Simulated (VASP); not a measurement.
# K2S (Fm-3m) in VASP: a series of runs

K2S is run at these levels: PBE; tasks: single point.

Everything below comes from runs of VASP 6.6.1. Logs are shortened: lines on timing, memory, paths and dates and some standing lists are left out, and cuts for length are marked.

## 1. The cell of the first run

Symmetry: Fm-3m, No. 225, cubic system. The conventional cell has a = 7.405 Å, b = 7.405 Å, c = 7.405 Å, α = 90.00°, β = 90.00°, γ = 90.00°. Within 4.2 Å of K (site symmetry -43m) lie 4 S at 3.21 Å and 6 K at 3.70 Å. Within 4.2 Å of S (site symmetry m-3m) lie 8 K at 3.21 Å.

## 2. Single point, PBE

File INCAR:

```
PREC     = Accurate       # precision mode
ENCUT    = 500            # plane-wave cutoff, eV
EDIFF    = 1E-6           # SCF threshold, eV
ISMEAR   = 0              # smearing method
SIGMA    = 0.01           # smearing width, eV
LREAL    = False          # projectors in reciprocal space
LASPH    = True           # aspherical terms in the spheres
NELM     = 120            # most SCF steps
ALGO     = Normal         # electronic algorithm
ISIF     = 2              # what is computed and relaxed
LWAVE    = False          # write WAVECAR
LCHARG   = False          # write CHGCAR
GGA      = PE             # functional
NBANDS   = 19             # bands
GGA_COMPAT= False
```

File KPOINTS:

```
Automatic mesh
0
Gamma
  4 4 4
```

File POSCAR:

```
K2S
1.0
    0.0000000000      3.7027186909      3.7027186909
    3.7027186909      0.0000000000      3.7027186909
    3.7027186909      3.7027186909      0.0000000000
K S
2 1
Direct
    0.2500000000      0.2500000000      0.2500000000
    0.7500000000      0.7500000000      0.7500000000
    0.0000000000      0.0000000000      0.0000000000
```

Potentials or basis: VASP PAW PBE potentials, release 64 (K_sv, S).

Started as:

```console
$ cat potpaw_PBE.64/K_sv/POTCAR potpaw_PBE.64/S/POTCAR > POTCAR
$ mpirun -np 1 vasp_std > vasp.out
```

OUTCAR:

```text
PREC = Accurate
   ENCUT = 500
   EDIFF = 1E-6
   ISMEAR = 0
   LREAL = False
   LASPH = True
   NELM = 120
   ISIF = 2
   GGA = PE

 ion  position               nearest neighbor table
   1  0.250  0.250  0.250-   3 3.21   3 3.21   3 3.21   3 3.21   2 3.70   2 3.70   2 3.70   2 3.70
                             2 3.70   2 3.70
   2  0.750  0.750  0.750-   3 3.21   3 3.21   3 3.21   3 3.21   1 3.70   1 3.70   1 3.70   1 3.70
                             1 3.70   1 3.70
   3  0.000  0.000  0.000-   1 3.21   2 3.21   2 3.21   2 3.21   2 3.21   1 3.21   1 3.21   1 3.21

  LATTYP: Found a face centered cubic cell.
 ALAT       =     7.4054373818

  Lattice vectors:

 A1 = (   0.0000000000,   3.7027186909,   3.7027186909)
 A2 = (   3.7027186909,   0.0000000000,   3.7027186909)
 A3 = (   3.7027186909,   3.7027186909,   0.0000000000)

Analysis of symmetry for initial positions (statically):
=====================================================================
 Subroutine PRICEL returns:
 Original cell was already a primitive cell.

 Routine SETGRP: Setting up the symmetry group for a
 face centered cubic supercell.

 Subroutine GETGRP returns: Found 48 space group operations
 (whereof 48 operations were pure point group operations)
 out of a pool of 48 trial point group operations.

The static configuration has the point symmetry O_h .

Analysis of symmetry for dynamics (positions and initial velocities):
=====================================================================
 Subroutine PRICEL returns:
 Original cell was already a primitive cell.

 Routine SETGRP: Setting up the symmetry group for a
 face centered cubic supercell.

 Subroutine GETGRP returns: Found 48 space group operations
 (whereof 48 operations were pure point group operations)
 out of a pool of 48 trial point group operations.

The dynamic configuration has the point symmetry O_h .

 Subroutine INISYM returns: Found 48 space group operations
 (whereof 48 operations are pure point group operations),
 and found     1 'primitive' translations

----------------------------------------------------------------------------------------

                                     Primitive cell

  volume of cell :     101.5295

  direct lattice vectors                    reciprocal lattice vectors
     0.000000000  3.702718691  3.702718691    -0.135035913  0.135035913  0.135035913
     3.702718691  0.000000000  3.702718691     0.135035913 -0.135035913  0.135035913
     3.702718691  3.702718691  0.000000000     0.135035913  0.135035913 -0.135035913

  length of vectors
     5.236434990  5.236434990  5.236434990     0.233889063  0.233889063  0.233889063

  position of ions in fractional coordinates (direct lattice)
     0.250000000  0.250000000  0.250000000
     0.750000000  0.750000000  0.750000000
     0.000000000  0.000000000  0.000000000

  ion indices of the primitive-cell ions
   primitive index   ion index
                 1           1
                 2           2
                 3           3

----------------------------------------------------------------------------------------

 KPOINTS: Automatic mesh

Automatic generation of k-mesh.
 Grid dimensions read from file:
 generate k-points for:    4    4    4

 Generating k-lattice:

  Cartesian coordinates                     Fractional coordinates (reciprocal lattice)
    -0.033758978  0.033758978  0.033758978     0.250000000  0.000000000  0.000000000
     0.033758978 -0.033758978  0.033758978     0.000000000  0.250000000  0.000000000
     0.033758978  0.033758978 -0.033758978     0.000000000  0.000000000  0.250000000

  Length of vectors
     0.058472266  0.058472266  0.058472266

  Shift w.r.t. Gamma in fractional coordinates (k-lattice)
     0.000000000  0.000000000  0.000000000

 Subroutine IBZKPT returns following result:
 ===========================================

 Found      8 irreducible k-points:

 Following reciprocal coordinates:
            Coordinates               Weight
  0.000000  0.000000  0.000000      1.000000
  0.250000  0.000000  0.000000      8.000000
  0.500000  0.000000  0.000000      4.000000
  0.250000  0.250000  0.000000      6.000000
  0.500000  0.250000  0.000000     24.000000
 -0.250000  0.250000  0.000000     12.000000
  0.500000  0.500000  0.000000      3.000000
 -0.250000  0.500000  0.250000      6.000000
   k-points           NKPTS =      8   k-points in BZ     NKDIM =      8   number of bands    NBANDS=     19
   number of dos      NEDOS =    301   number of ions     NIONS =      3
   total plane-waves  NPLWV =  64000
   dimension x,y,z NGX =    40 NGY =   40 NGZ =   40
   dimension x,y,z NGXF=    80 NGYF=   80 NGZF=   80
   ions per type =               2   1
   NGX,Y,Z   is equivalent  to a cutoff of  12.70, 12.70, 12.70 a.u.
   NGXF,Y,Z  is equivalent  to a cutoff of  25.40, 25.40, 25.40 a.u.
 SYSTEM =  unknown system
   PREC   = accura    normal or accurate (medium, high low for compatibility)
   ISTART =      0    job   : 0-new  1-cont  2-samecut
   ICHARG =      2    charge: 1-file 2-atom 10-const
   ISPIN  =      1    spin polarized calculation?
   LNONCOLLINEAR =      F non collinear calculations
   LSORBIT =      F    spin-orbit coupling
   LASPH  =      T    aspherical Exc in radial PAW
   ENCUT  =  500.0 eV  36.75 Ry    6.06 a.u.   9.55  9.55  9.55*2*pi/ulx,y,z
   NELM   =    120;   NELMIN=  2; NELMDL= -5     # of ELM steps
   EDIFF  = 0.1E-05   stopping-criterion for ELM
   LREAL  =      F    real-space projection
   EDIFFG = 0.1E-04   stopping-criterion for IOM
   NSW    =      0    number of steps for IOM
   IBRION =     -1    ionic relax: 0-MD 1-quasi-New 2-CG
   NFREE  =      0    steps in history (QN), initial steepest desc. (CG)
   ISIF   =      2    stress and relaxation
   ISYM   =      2    0-nonsym 1-usesym 2-fastsym
   POTIM  = 0.5000    time-step for ionic-motion
   TEBEG  =    0.0;   TEEND  =   0.0 temperature during run
   PSTRESS=    0.0 pullay stress
   NELECT =      24.0000    total number of electrons
   NUPDOWN=      -1.0000    fix difference up-down
   EMIN   =  10.00;   EMAX   =-10.00  energy-range for DOS
   EFERMI =   0.00;   METHOD = LEGACY
   ISMEAR =     0;   SIGMA  =   0.01  broadening in eV -4-tet -1-fermi 0-gaus
   EFERMI_NEDOS =   21; number of points for ismear=-14 and -15
   IALGO  =     38    algorithm
   IMIX   =      4    mixing-type and parameters
     AMIX     =   0.40;   BMIX     =  1.00
     AMIX_MAG =   1.60;   BMIX_MAG =  1.00
  volume/ion in A,a.u.               =      33.84       228.38
  Fermi-wavevector in a.u.,A,eV,Ry     =   1.012235  1.912846 13.940787  1.024619
  Thomas-Fermi vector in A             =   2.145332
   LORBIT       =      0    0 simple, 1 ext, 2 COOP (PROOUT), +10 PAW based schemes
   GGA     = PE    functional components
   LHFCALC =     F    Hartree Fock is set to
   AEXX    =    0.0000 exact exchange contribution
   IVDW    =     0    specifies the selected vdW correction
   LEPSILON=     F    determine dielectric tensor
   LRPA    =     F    only Hartree local field effects (RPA)
 non-spin polarized calculation
 Gauss-broadening in eV      SIGMA  =   0.01
  energy-cutoff  :      500.00
  volume of cell :      101.53
 maximum number of plane-waves:      2637
 NGX is ok and might be reduce to    40
   NGX = 19   NGY = 19   NGZ = 19

 number of electron      23.9999996 magnetization

 Free energy of the ion-electron system (eV)
  ---------------------------------------------------
  ext. energy  EPLUGINS =         0.00000000
  ---------------------------------------------------
  free energy    TOTEN  =        -9.41635202 eV

  energy without entropy =       -9.41635202  energy(sigma->0) =       -9.41635202

 E-fermi :  -0.2368     XC(G=0):  -7.3362

 val. band max:       -0.3476726718   @ k =   0.5000   0.5000   0.0000
 cond. band min:       2.0316165781   @ k =   0.0000   0.0000   0.0000
 fundamental gap:      2.3792892500
 Fermi energy:        -0.2367971628

 k-point     1 :       0.0000    0.0000    0.0000
  band No.  band energies     occupation
      1     -29.5683      2.00000
      2     -29.4862      2.00000
      3     -13.1622      2.00000
      4     -13.1622      2.00000
      5     -13.1622      2.00000
      6     -12.9249      2.00000
[... 11 lines left out ...]
     18       7.1238      0.00000
     19       8.0563      0.00000

 k-point     2 :       0.2500    0.0000    0.0000
  band No.  band energies     occupation
      1     -29.5558      2.00000
      2     -29.4977      2.00000
      3     -13.1513      2.00000
      4     -13.1315      2.00000
      5     -13.1315      2.00000
      6     -13.0067      2.00000
[... 11 lines left out ...]
     18       7.3395      0.00000
     19       7.3395      0.00000

 k-point     3 :       0.5000    0.0000    0.0000
  band No.  band energies     occupation
      1     -29.5263      2.00000
      2     -29.5262      2.00000
      3     -13.1522      2.00000
      4     -13.0709      2.00000
      5     -13.0564      2.00000
      6     -13.0564      2.00000
[... 11 lines left out ...]
     18       7.2548      0.00000
     19       7.3981      0.00000

 k-point     4 :       0.2500    0.2500    0.0000
  band No.  band energies     occupation
      1     -29.5539      2.00000
      2     -29.4992      2.00000
      3     -13.1931      2.00000
      4     -13.1931      2.00000
      5     -13.1550      2.00000
      6     -13.0122      2.00000
[... 11 lines left out ...]
     18       7.0783      0.00000
     19       7.2946      0.00000

 k-point     5 :       0.5000    0.2500    0.0000
  band No.  band energies     occupation
      1     -29.5357      2.00000
      2     -29.5164      2.00000
      3     -13.2850      2.00000
      4     -13.1844      2.00000
      5     -13.1723      2.00000
      6     -12.9466      2.00000
[... 11 lines left out ...]
     18       7.0407      0.00000
     19       7.7246      0.00000

 k-point     6 :      -0.2500    0.2500    0.0000
  band No.  band energies     occupation
      1     -29.5399      2.00000
      2     -29.5126      2.00000
      3     -13.2561      2.00000
      4     -13.1266      2.00000
      5     -13.0760      2.00000
      6     -13.0448      2.00000
[... 11 lines left out ...]
     18       6.8739      0.00000
     19       7.6841      0.00000

 k-point     7 :       0.5000    0.5000    0.0000
  band No.  band energies     occupation
      1     -29.5394      2.00000
      2     -29.5122      2.00000
      3     -13.3645      2.00000
      4     -13.2234      2.00000
      5     -13.2234      2.00000
      6     -12.8881      2.00000
[... 11 lines left out ...]
     18       7.2487      0.00000
     19       7.4115      0.00000

 k-point     8 :      -0.2500    0.5000    0.2500
  band No.  band energies     occupation
      1     -29.5258      2.00000
      2     -29.5258      2.00000
      3     -13.3393      2.00000
      4     -13.2503      2.00000
      5     -13.0593      2.00000
      6     -13.0593      2.00000
[... 11 lines left out ...]
     18       6.9452      0.00000
     19       7.4890      0.00000

------------------------ aborting loop because EDIFF is reached ----------------------------------------

  FORCE on cell =-STRESS in cart. coord.  units (eV):
  Direction    XX          YY          ZZ          XY          YZ          ZX
  --------------------------------------------------------------------------------------
  -------------------------------------------------------------------------------------
  Total        0.3032113      0.3032113      0.3032113      0.0000000     -0.0000000     -0.0000000
  in kB        4.7847999      4.7847999      4.7847999      0.0000000     -0.0000000     -0.0000000
  external PRESSURE =       4.7847999 kB  Pullay stress =       0.0000000 kB

 VOLUME and BASIS-vectors are now :
 -----------------------------------------------------------------------------
  energy-cutoff  :      500.00
  volume of cell :      101.53
      direct lattice vectors                 reciprocal lattice vectors
     0.000000000  3.702718691  3.702718691    -0.135035913  0.135035913  0.135035913
     3.702718691  0.000000000  3.702718691     0.135035913 -0.135035913  0.135035913
     3.702718691  3.702718691  0.000000000     0.135035913  0.135035913 -0.135035913

 POSITION                                       TOTAL-FORCE (eV/Angst)
 -----------------------------------------------------------------------------------
      1.85136      1.85136      1.85136         0.000000      0.000000      0.000000
      5.55408      5.55408      5.55408        -0.000000     -0.000000     -0.000000
      0.00000      0.00000      0.00000         0.000000      0.000000     -0.000000
 -----------------------------------------------------------------------------------
    total drift:                               -0.000000     -0.000000      0.000000

  FREE ENERGIE OF THE ION-ELECTRON SYSTEM (eV)
  ---------------------------------------------------
  free  energy   TOTEN  =        -9.4163520219 eV

  energy  without entropy=       -9.4163520219  energy(sigma->0) =       -9.41635202
```

It took 20 s on 1 thread of Intel Xeon Platinum 8259CL at 2.50GHz (Skylake/Cascade Lake), shared host; peak memory 0.23 GiB.

What came out:

| Item | Value |
| --- | --- |
| Free energy | -9.4164 eV |
| Pressure | 0.5 GPa |
| Band gap on the k mesh | 2.38 eV, indirect (least direct gap 2.57 eV) |

Levels at points of the mesh, in eV from the valence-band top:
```
           k point  band 8  band 9  band 10  band 11  band 12  band 13  band 14  band 15  band 16  band 17
(0.00, 0.00, 0.00)  -12.58   -9.61    -0.19    -0.19    -0.19     2.38     5.46     5.46     7.47     7.47
(0.50, 0.00, 0.00)  -12.70   -9.42    -0.62    -0.07    -0.07     4.72     5.02     5.82     5.82     7.60
(0.50, 0.50, 0.00)  -12.51   -9.37    -0.74     0.00     0.00     3.51     5.29     6.59     6.62     7.60
```

A k mesh can miss the band edges. A hybrid or GW would open this gap; PBE tends to underestimate it.

## 3. Single point, PBE

File INCAR:

```
SYSTEM = K2S
  ALGO = Normal
  EDIFF = 1E-6
  ENCUT = 500
  GGA = PE
  GGA_COMPAT = .False.
  ISIF = 2
  ISMEAR = 0
  LASPH = .True.
  LCHARG = .False.
  LREAL = .False.
  LWAVE = .False.
  NBANDS = 19
  NELM = 120
  PREC = Accurate
  SIGMA = 0.01
```

File KPOINTS:

```
k-points
0
Gamma
  4 4 4
  0 0 0
```

POSCAR is that of step 2.

Potentials or basis: VASP PAW PBE potentials, release 64 (K_sv, S).

Started as:

```console
$ cat potpaw_PBE.64/K_sv/POTCAR potpaw_PBE.64/S/POTCAR > POTCAR
$ mpirun -np 1 vasp_std > vasp.out
```

OUTCAR:

```text
SYSTEM = K2S
   EDIFF = 1E-6
   ENCUT = 500
   GGA = PE
   ISIF = 2
   ISMEAR = 0
   LASPH = .True.
   LREAL = .False.
   NELM = 120
   PREC = Accurate

 ion  position               nearest neighbor table
   1  0.250  0.250  0.250-   3 3.21   3 3.21   3 3.21   3 3.21   2 3.70   2 3.70   2 3.70   2 3.70
                             2 3.70   2 3.70
   2  0.750  0.750  0.750-   3 3.21   3 3.21   3 3.21   3 3.21   1 3.70   1 3.70   1 3.70   1 3.70
                             1 3.70   1 3.70
   3  0.000  0.000  0.000-   1 3.21   2 3.21   2 3.21   2 3.21   2 3.21   1 3.21   1 3.21   1 3.21

  LATTYP: Found a face centered cubic cell.
[... 355 lines left out ...]
  --------------------------------------------------------------------------------------
  -------------------------------------------------------------------------------------
  Total        0.3032113      0.3032113      0.3032113      0.0000000     -0.0000000     -0.0000000
  in kB        4.7847999      4.7847999      4.7847999      0.0000000     -0.0000000     -0.0000000
  external PRESSURE =       4.7847999 kB  Pullay stress =       0.0000000 kB

 VOLUME and BASIS-vectors are now :
 -----------------------------------------------------------------------------
  energy-cutoff  :      500.00
  volume of cell :      101.53
      direct lattice vectors                 reciprocal lattice vectors
     0.000000000  3.702718691  3.702718691    -0.135035913  0.135035913  0.135035913
     3.702718691  0.000000000  3.702718691     0.135035913 -0.135035913  0.135035913
     3.702718691  3.702718691  0.000000000     0.135035913  0.135035913 -0.135035913

 POSITION                                       TOTAL-FORCE (eV/Angst)
 -----------------------------------------------------------------------------------
      1.85136      1.85136      1.85136         0.000000      0.000000      0.000000
      5.55408      5.55408      5.55408        -0.000000     -0.000000     -0.000000
      0.00000      0.00000      0.00000         0.000000      0.000000     -0.000000
 -----------------------------------------------------------------------------------
    total drift:                               -0.000000     -0.000000      0.000000

  FREE ENERGIE OF THE ION-ELECTRON SYSTEM (eV)
  ---------------------------------------------------
  free  energy   TOTEN  =        -9.4163520219 eV

  energy  without entropy=       -9.4163520219  energy(sigma->0) =       -9.41635202
```

stdout:

```text
POSCAR found type information on POSCAR K S
 POSCAR found :  2 types and       3 ions
 scaLAPACK will be used
 LDA part: xc-table for (Slater+PW92), standard interpolation
 POSCAR, INCAR and KPOINTS ok, starting setup
 FFT: planning ... GRIDC
 FFT: planning ... GRID_SOFT
 FFT: planning ... GRID
 WAVECAR not read
 entering main loop
```

Run time: 21 s. Hardware: 1 thread of Intel Xeon Platinum 8259CL at 2.50GHz (Skylake/Cascade Lake), shared host; peak memory 0.23 GiB.

Results:

```
Free energy            : -9.4164 eV
Pressure               : 0.5 GPa
Band gap on the k mesh : 2.38 eV, indirect (least direct gap 2.57 eV)
```

Levels at points of the mesh, in eV from the valence-band top:
```tsv
k point	band 10	band 11	band 12	band 13	band 14	band 15
(0.00, 0.00, 0.00)	-0.19	-0.19	-0.19	2.38	5.46	5.46
(0.50, 0.00, 0.00)	-0.62	-0.07	-0.07	4.72	5.02	5.82
(0.50, 0.50, 0.00)	-0.74	0.00	0.00	3.51	5.29	6.59
```
